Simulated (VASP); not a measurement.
# AlCo (Pm-3m) in VASP: settings compared

AlCo is run at these levels: HSE06, r2SCAN; tasks: single point.

Program: VASP 6.6.1. These are calculated values, not measurements. Logs are shortened: lines on timing, memory, paths and dates and some standing lists are left out, and cuts for length are marked.

**1. The cell of the first run**

Symmetry: Pm-3m, No. 221, cubic system. The conventional cell has a = 2.857 Å, b = 2.857 Å, c = 2.857 Å, α = 90.00°, β = 90.00°, γ = 90.00°. Co (site symmetry m-3m) has 8 Al at 2.47 Å and 6 Co at 2.86 Å within 3.3 Å. Al (site symmetry m-3m) has 8 Co at 2.47 Å and 6 Al at 2.86 Å within 3.3 Å.

**2. Single point, HSE06, collinear spin, ferromagnetic start**

File POSCAR:

```
AlCo
1.0
    2.8565048754      0.0000000000      0.0000000000
    0.0000000000      2.8565048754      0.0000000000
    0.0000000000      0.0000000000      2.8565048754
Co Al
1 1
Direct
    0.5000000000      0.5000000000      0.5000000000
    0.0000000000      0.0000000000      0.0000000000
```

File INCAR.step1:

```
SYSTEM = AlCo
PREC = Accurate
ENCUT = 520
EDIFF = 1E-5
ISMEAR = -1
SIGMA = 0.05
LREAL = .FALSE.
LASPH = .TRUE.
NELM = 150
ALGO = Normal
ISIF = 2
LWAVE = .TRUE.
ISPIN = 2
MAGMOM = 2 0
LORBIT = 11
LMAXMIX = 4
GGA = PE
NBANDS = 17
```

File INCAR.step2:

```
SYSTEM = AlCo
PREC = Accurate
ENCUT = 520
EDIFF = 1E-6
ISMEAR = -1
SIGMA = 0.05
LREAL = .FALSE.
LASPH = .TRUE.
NELM = 150
ALGO = Normal
ISIF = 2
LWAVE = .FALSE.
LCHARG = .TRUE.
ISPIN = 2
MAGMOM = 2 0
LORBIT = 11
LMAXMIX = 4
GGA = PE
LHFCALC = .TRUE.
HFSCREEN = 0.2079
PRECFOCK = Normal
LELF = .TRUE.
LVHAR = .TRUE.
ISTART = 1
NBANDS = 17
```

File KPOINTS:

```
Automatic mesh
0
G
  6 6 6
  0 0 0
```

Potentials or basis: VASP PAW PBE potentials, release 64 (Co, Al).

Started as:

```sh
> cat potpaw_PBE.64/Co/POTCAR potpaw_PBE.64/Al/POTCAR > POTCAR
> cp INCAR.step1 INCAR
> mpirun -np 1 vasp_std > vasp.out
> cp INCAR.step2 INCAR
> mpirun -np 1 vasp_std > vasp.out
```

OUTCAR:

```text
SYSTEM = AlCo
   PREC = Accurate
   ENCUT = 520
   EDIFF = 1E-6
   ISMEAR = -1
   LREAL = .FALSE.
   LASPH = .TRUE.
   NELM = 150
   ISIF = 2
   ISPIN = 2
   LORBIT = 11
   GGA = PE
   LHFCALC = .TRUE.
   HFSCREEN = 0.2079
   PRECFOCK = Normal
   ISTART = 1

 ion  position               nearest neighbor table
   1  0.500  0.500  0.500-   2 2.47   2 2.47   2 2.47   2 2.47   2 2.47   2 2.47   2 2.47   2 2.47

   2  0.000  0.000  0.000-   1 2.47   1 2.47   1 2.47   1 2.47   1 2.47   1 2.47   1 2.47   1 2.47

  LATTYP: Found a simple cubic cell.
 ALAT       =     2.8565048754

  Lattice vectors:

 A1 = (   2.8565048754,   0.0000000000,   0.0000000000)
 A2 = (   0.0000000000,   2.8565048754,   0.0000000000)
 A3 = (   0.0000000000,   0.0000000000,   2.8565048754)

Analysis of symmetry for initial positions (statically):
=====================================================================
 Subroutine PRICEL returns:
 Original cell was already a primitive cell.

 Routine SETGRP: Setting up the symmetry group for a
 simple cubic supercell.

 Subroutine GETGRP returns: Found 48 space group operations
 (whereof 48 operations were pure point group operations)
 out of a pool of 48 trial point group operations.

The static configuration has the point symmetry O_h .

Analysis of symmetry for dynamics (positions and initial velocities):
=====================================================================
 Subroutine PRICEL returns:
 Original cell was already a primitive cell.

 Routine SETGRP: Setting up the symmetry group for a
 simple cubic supercell.

 Subroutine GETGRP returns: Found 48 space group operations
 (whereof 48 operations were pure point group operations)
 out of a pool of 48 trial point group operations.

The dynamic configuration has the point symmetry O_h .

Analysis of structural, dynamic, and magnetic symmetry:
=====================================================================
 Subroutine PRICEL returns:
 Original cell was already a primitive cell.

 Routine SETGRP: Setting up the symmetry group for a
 simple cubic supercell.

 Subroutine GETGRP returns: Found 48 space group operations
 (whereof 48 operations were pure point group operations)
 out of a pool of 48 trial point group operations.

The overall configuration has the point symmetry O_h .

 Subroutine INISYM returns: Found 48 space group operations
 (whereof 48 operations are pure point group operations),
 and found     1 'primitive' translations

----------------------------------------------------------------------------------------

                                     Primitive cell

  volume of cell :      23.3080

  direct lattice vectors                    reciprocal lattice vectors
     2.856504875  0.000000000  0.000000000     0.350078170  0.000000000  0.000000000
     0.000000000  2.856504875  0.000000000     0.000000000  0.350078170  0.000000000
     0.000000000  0.000000000  2.856504875     0.000000000  0.000000000  0.350078170

  length of vectors
     2.856504875  2.856504875  2.856504875     0.350078170  0.350078170  0.350078170

  position of ions in fractional coordinates (direct lattice)
     0.500000000  0.500000000  0.500000000
     0.000000000  0.000000000  0.000000000

  ion indices of the primitive-cell ions
   primitive index   ion index
                 1           1
                 2           2

----------------------------------------------------------------------------------------

 KPOINTS: Automatic mesh

Automatic generation of k-mesh.
 Grid dimensions read from file:
 generate k-points for:    6    6    6

 Generating k-lattice:

  Cartesian coordinates                     Fractional coordinates (reciprocal lattice)
     0.058346362  0.000000000  0.000000000     0.166666667  0.000000000  0.000000000
     0.000000000  0.058346362  0.000000000     0.000000000  0.166666667  0.000000000
     0.000000000  0.000000000  0.058346362     0.000000000  0.000000000  0.166666667

  Length of vectors
     0.058346362  0.058346362  0.058346362

  Shift w.r.t. Gamma in fractional coordinates (k-lattice)
     0.000000000  0.000000000  0.000000000

 Subroutine IBZKPT returns following result:
 ===========================================

 Found     20 irreducible k-points:

 Following reciprocal coordinates:
            Coordinates               Weight
  0.000000  0.000000  0.000000      1.000000
  0.166667  0.000000  0.000000      6.000000
  0.333333  0.000000  0.000000      6.000000
  0.500000  0.000000  0.000000      3.000000
  0.166667  0.166667  0.000000     12.000000
  0.333333  0.166667  0.000000     24.000000
[... 12 lines left out ...]
  0.500000  0.500000  0.333333      6.000000
  0.500000  0.500000  0.500000      1.000000
   k-points           NKPTS =     20   k-points in BZ     NKDIM =    216   number of bands    NBANDS=     17
   number of dos      NEDOS =    301   number of ions     NIONS =      2
   total plane-waves  NPLWV =  13824
   dimension x,y,z NGX =    24 NGY =   24 NGZ =   24
   dimension x,y,z NGXF=    48 NGYF=   48 NGZF=   48
   ions per type =               1   1
   NGX,Y,Z   is equivalent  to a cutoff of  13.97, 13.97, 13.97 a.u.
   NGXF,Y,Z  is equivalent  to a cutoff of  27.94, 27.94, 27.94 a.u.
 SYSTEM =  AlCo
   PREC   = accura    normal or accurate (medium, high low for compatibility)
   ISTART =      1    job   : 0-new  1-cont  2-samecut
   ICHARG =      0    charge: 1-file 2-atom 10-const
   ISPIN  =      2    spin polarized calculation?
   LNONCOLLINEAR =      F non collinear calculations
   LSORBIT =      F    spin-orbit coupling
   LASPH  =      T    aspherical Exc in radial PAW
   ENCUT  =  520.0 eV  38.22 Ry    6.18 a.u.   5.31  5.31  5.31*2*pi/ulx,y,z
   NELM   =    150;   NELMIN=  2; NELMDL=  0     # of ELM steps
   EDIFF  = 0.1E-05   stopping-criterion for ELM
   LREAL  =      F    real-space projection
   EDIFFG = 0.1E-04   stopping-criterion for IOM
   NSW    =      0    number of steps for IOM
   IBRION =     -1    ionic relax: 0-MD 1-quasi-New 2-CG
   NFREE  =      0    steps in history (QN), initial steepest desc. (CG)
   ISIF   =      2    stress and relaxation
   ISYM   =      3    0-nonsym 1-usesym 2-fastsym
   POTIM  = 0.5000    time-step for ionic-motion
   TEBEG  =    0.0;   TEEND  =   0.0 temperature during run
   PSTRESS=    0.0 pullay stress
   NELECT =      12.0000    total number of electrons
   NUPDOWN=      -1.0000    fix difference up-down
   EMIN   =  10.00;   EMAX   =-10.00  energy-range for DOS
   EFERMI =   0.00;   METHOD = LEGACY
   ISMEAR =    -1;   SIGMA  =   0.05  broadening in eV -4-tet -1-fermi 0-gaus
   EFERMI_NEDOS =   21; number of points for ismear=-14 and -15
   IALGO  =     38    algorithm
   IMIX   =      1    mixing-type and parameters
     AMIX     =   0.40;   BMIX     =  1.00
     AMIX_MAG =   1.60;   BMIX_MAG =  1.00
  volume/ion in A,a.u.               =      11.65        78.65
  Fermi-wavevector in a.u.,A,eV,Ry     =   1.312100  2.479510 23.423878  1.721606
  Thomas-Fermi vector in A             =   2.442516
   LORBIT       =     11    0 simple, 1 ext, 2 COOP (PROOUT), +10 PAW based schemes
   GGA     = PE    functional components
   LHFCALC =     T    Hartree Fock is set to
   PRECFOCK=normal    Normal, Fast or Accurate (Low or Medium for compatibility)
   ENCUT4O =  -1.0   cutoff for four orbital integrals eV
   NKREDX  =     1    reduce k-point grid by
   NKREDY  =     1    reduce k-point grid by
   NKREDZ  =     1    reduce k-point grid by
   AEXX    =    0.2500 exact exchange contribution
   HFSCREEN=    0.2079 screening length (either q_TF or 0.3 A-1)
   HFSCREENC=   0.2079 screening length for correlation (either q_TF or 0.3 A-1)
   ENCUTFOCK=  -1.0 apply spherical cutoff to Coloumb kernel
   IVDW    =     0    specifies the selected vdW correction
   LEPSILON=     F    determine dielectric tensor
   LRPA    =     F    only Hartree local field effects (RPA)
 spin polarized calculation
  energy-cutoff  :      520.00
  volume of cell :       23.31
 maximum number of plane-waves:       645
 NGX is ok and might be reduce to    24
  NGX = 16; NGY = 16; NGZ = 16

 number of electron      11.9999997 magnetization       0.4926455

 Free energy of the ion-electron system (eV)
  ---------------------------------------------------
  ext. energy  EPLUGINS =         0.00000000
  ---------------------------------------------------
  free energy    TOTEN  =       -14.22605928 eV

  energy without entropy =      -14.22316433  energy(sigma->0) =      -14.22461180

 E-fermi :   9.9954     XC(G=0):  -9.9694

 val. band max:        9.4580470859   @ k =   0.5000   0.3333   0.1667
 cond. band min:       9.9984717228   @ k =   0.3333   0.3333   0.3333
 fundamental gap:      0.5404246369
 Fermi energy:         9.9953678498

 spin component 1

 k-point     1 :       0.0000    0.0000    0.0000
  band No.  band energies     occupation
      1      -1.9091      1.00000
      2       5.6787      1.00000
      3       5.6788      1.00000
      4       8.1003      1.00000
      5       8.1003      1.00000
      6       8.1003      1.00000
[... 376 lines left out ...]
      3       5.1051      1.00000
      4       8.4576      1.00000
      5       8.4577      1.00000
      6      13.3221      0.00000
[... 9 lines left out ...]
     16      44.0139      0.00000
     17      44.0140      0.00000
 Fermi energy:         9.9953678498

 spin component 2

 k-point     1 :       0.0000    0.0000    0.0000
  band No.  band energies     occupation
      1      -2.2913      1.00000
      2       7.8971      1.00000
      3       7.8972      1.00000
      4       8.7083      1.00000
      5       8.7083      1.00000
      6       8.7085      1.00000
[... 377 lines left out ...]
      4      12.4129      0.00000
      5      12.4131      0.00000
      6      12.9352      0.00000
[... 9 lines left out ...]
     16      43.8861      0.00000
     17      43.8861      0.00000

------------------------ aborting loop because EDIFF is reached ----------------------------------------

  FORCE on cell =-STRESS in cart. coord.  units (eV):
  Direction    XX          YY          ZZ          XY          YZ          ZX
  --------------------------------------------------------------------------------------
  -------------------------------------------------------------------------------------
  Total       -0.5253871     -0.5253871     -0.5253871      0.0000000      0.0000000      0.0000000
  in kB      -36.1147898    -36.1147898    -36.1147898      0.0000000      0.0000000      0.0000000
  external PRESSURE =     -36.1147898 kB  Pullay stress =       0.0000000 kB

 VOLUME and BASIS-vectors are now :
 -----------------------------------------------------------------------------
  energy-cutoff  :      520.00
  volume of cell :       23.31
      direct lattice vectors                 reciprocal lattice vectors
     2.856504875  0.000000000  0.000000000     0.350078170  0.000000000  0.000000000
     0.000000000  2.856504875  0.000000000     0.000000000  0.350078170  0.000000000
     0.000000000  0.000000000  2.856504875     0.000000000  0.000000000  0.350078170

 POSITION                                       TOTAL-FORCE (eV/Angst)
 -----------------------------------------------------------------------------------
      1.42825      1.42825      1.42825         0.000000      0.000000      0.000000
      0.00000      0.00000      0.00000         0.000000      0.000000      0.000000
 -----------------------------------------------------------------------------------
    total drift:                               -0.000043     -0.000041     -0.000086

  FREE ENERGIE OF THE ION-ELECTRON SYSTEM (eV)
  ---------------------------------------------------
  free  energy   TOTEN  =       -14.2260592764 eV

  energy  without entropy=      -14.2231643334  energy(sigma->0) =      -14.22461180

 total charge

# of ion       s       p       d       tot
------------------------------------------
    1        0.432   0.500   7.576   8.509
    2        0.447   0.436   0.000   0.883
--------------------------------------------------
tot          0.879   0.936   7.576   9.392

 magnetization (x)

# of ion       s       p       d       tot
------------------------------------------
    1       -0.013  -0.055   0.806   0.738
    2       -0.010  -0.038   0.000  -0.048
--------------------------------------------------
tot         -0.023  -0.093   0.806   0.690
```

Wall time 42 min (1 thread of Intel Xeon Platinum 8488C (Sapphire Rapids), shared host); peak memory 0.26 GiB.

Results:

```yaml
Free_energy: -14.2261 eV
Pressure: -3.6 GPa
Net_moment: 0.49 μB per cell
Site_moments: Co +0.74; Al -0.05 μB
Valence_electrons_inside_the_program's_atomic_spheres: Co 8.51; Al 0.88
```

Caveat: the k points lie up to 0.37 Å⁻¹ apart; the PAW data sets were made with another functional, which shifts forces and pressure a little.

**3. Single point, r2SCAN, collinear spin, ferromagnetic start**

This run uses another cell than the first one, of 11.21 Å³/atom.

File POSCAR:

```
AlCo
1.0
    2.8194032100      0.0000000000      0.0000000000
    0.0000000000      2.8194032100      0.0000000000
    0.0000000000      0.0000000000      2.8194032100
Co Al
1 1
Direct
    0.5000000000      0.5000000000      0.5000000000
    0.0000000000      0.0000000000      0.0000000000
```

File INCAR.step1:

```
SYSTEM = AlCo
ALGO = Normal ; EDIFF = 1E-5
ENCUT = 760 ; GGA = PE
GGA_COMPAT = .FALSE. ; ISMEAR = -1
ISPIN = 2 ; LASPH = .TRUE.
LCHARG = .FALSE. ; LMAXMIX = 4
LREAL = .FALSE. ; LWAVE = .TRUE.
MAGMOM = 2 0 ; NBANDS = 21
NELM = 200 ; PREC = Accurate
SIGMA = 0.05
```

File INCAR.step2:

```
SYSTEM = AlCo
ALGO = Normal ; EDIFF = 1E-6
ENCUT = 760 ; GGA_COMPAT = .FALSE.
ISIF = 2 ; ISMEAR = -1
ISPIN = 2 ; ISTART = 1
LASPH = .TRUE. ; LCHARG = .FALSE.
LMAXMIX = 4 ; LMIXTAU = .TRUE.
LORBIT = 11 ; LREAL = .FALSE.
LWAVE = .FALSE. ; MAGMOM = 2 0
METAGGA = R2SCAN ; NBANDS = 21
NELM = 200 ; PREC = Accurate
SIGMA = 0.05
```

File KPOINTS:

```
k-points
0
G
  9 9 9
  0 0 0
```

Potentials or basis: VASP PAW PBE potentials, release 64 (Co_sv, Al).

Started as:

```sh
> cat potpaw_PBE.64/Co_sv/POTCAR potpaw_PBE.64/Al/POTCAR > POTCAR
> cp INCAR.step1 INCAR
> mpirun -np 1 vasp_std > vasp.out
> cp INCAR.step2 INCAR
> mpirun -np 1 vasp_std > vasp.out
```

It took 3.1 min on 1 thread of AMD EPYC 7R43 (Zen 3), shared host; peak memory 0.18 GiB.

Results (log left out):

```
Free energy                                           : -21.1355 eV
Pressure                                              : 0.1 GPa
Band gap on the k mesh                                : zero (filled and empty bands overlap)
Net moment                                            : 0.00 μB per cell
Valence electrons inside the program's atomic spheres : Co 15.24; Al 0.85
```

Levels at points of the mesh, in eV from the Fermi level:
Spin up:
| k point | band 7 | band 8 | band 9 | band 10 | band 11 | band 12 | band 13 | band 14 |
| --- | --- | --- | --- | --- | --- | --- | --- | --- |
| (0.00, 0.00, 0.00) | -3.26 | -1.14 | -1.14 | -1.14 | 6.41 | 6.41 | 6.41 | 9.10 |
Spin down:
```
           k point  band 7  band 8  band 9  band 10  band 11  band 12  band 13  band 14
(0.00, 0.00, 0.00)   -3.26   -1.14   -1.14    -1.14     6.41     6.41     6.41     9.10
```

Caveat: the moments typed at the start vanished in this run; the PAW data sets were made with another functional, which shifts forces and pressure a little.

**4. Single point, r2SCAN, collinear spin, ferromagnetic start**

This run uses another cell than the first one, of 11.88 Å³/atom.

File POSCAR:

```
AlCo
1.0
    2.8746996645      0.0000000000      0.0000000000
    0.0000000000      2.8746996645      0.0000000000
    0.0000000000      0.0000000000      2.8746996645
Co Al
1 1
Direct
    0.5000000000      0.5000000000      0.5000000000
    0.0000000000      0.0000000000      0.0000000000
```

File INCAR.step1:

```
SYSTEM = AlCo
PREC = Accurate
ENCUT = 760
ISMEAR = -1
SIGMA = 0.05
LREAL = .FALSE.
LASPH = .TRUE.
NELM = 200
ISPIN = 2
MAGMOM = 2 0
LMAXMIX = 4
NBANDS = 21
GGA = PE
ALGO = Normal
EDIFF = 1E-5
LWAVE = .TRUE.
LCHARG = .FALSE.
GGA_COMPAT = .FALSE.
```

File INCAR.step2:

```
SYSTEM = AlCo
PREC = Accurate
ENCUT = 760
EDIFF = 1E-6
ISMEAR = -1
SIGMA = 0.05
LREAL = .FALSE.
LASPH = .TRUE.
NELM = 200
ALGO = Normal
ISIF = 2
LWAVE = .FALSE.
LCHARG = .FALSE.
ISPIN = 2
MAGMOM = 2 0
LORBIT = 11
LMAXMIX = 4
METAGGA = R2SCAN
LMIXTAU = .TRUE.
NBANDS = 21
ISTART = 1
GGA_COMPAT = .FALSE.
```

File KPOINTS:

```
regular mesh
0
G
  9 9 9
  0 0 0
```

Started as:

```sh
> cat potpaw_PBE.64/Co_sv/POTCAR potpaw_PBE.64/Al/POTCAR > POTCAR
> cp INCAR.step1 INCAR
> mpirun -np 1 vasp_std > vasp.out
> cp INCAR.step2 INCAR
> mpirun -np 1 vasp_std > vasp.out
```

Run time: 87 s. Hardware: 1 thread of Intel Xeon 6975P-C (Granite Rapids), shared host; peak memory 0.21 GiB.

The run converged. Its results:

```
Free energy                                           : -21.0909 eV
Pressure                                              : -10.3 GPa
Band gap on the k mesh                                : zero (filled and empty bands overlap)
Net moment                                            : 0.00 μB per cell
Valence electrons inside the program's atomic spheres : Co 15.20; Al 0.81
```

Levels at points of the mesh, in eV from the Fermi level:
Spin up:
| k point | band 6 | band 7 | band 8 | band 9 | band 10 | band 11 | band 12 | band 13 | band 14 | band 15 |
| --- | --- | --- | --- | --- | --- | --- | --- | --- | --- | --- |
| (0.00, 0.00, 0.00) | -2.98 | -2.98 | -1.07 | -1.07 | -1.07 | 6.11 | 6.11 | 6.11 | 8.85 | 8.85 |
Spin down:
| k point | band 8 | band 9 | band 10 | band 11 | band 12 | band 13 |
| --- | --- | --- | --- | --- | --- | --- |
| (0.00, 0.00, 0.00) | -1.07 | -1.07 | -1.07 | 6.11 | 6.11 | 6.11 |

Caveat: the cell stands under tension; the moments typed at the start vanished in this run; the PAW data sets were made with another functional, which shifts forces and pressure a little.

The gap in the log of VASP goes by the Fermi energy; the results here count the filled bands.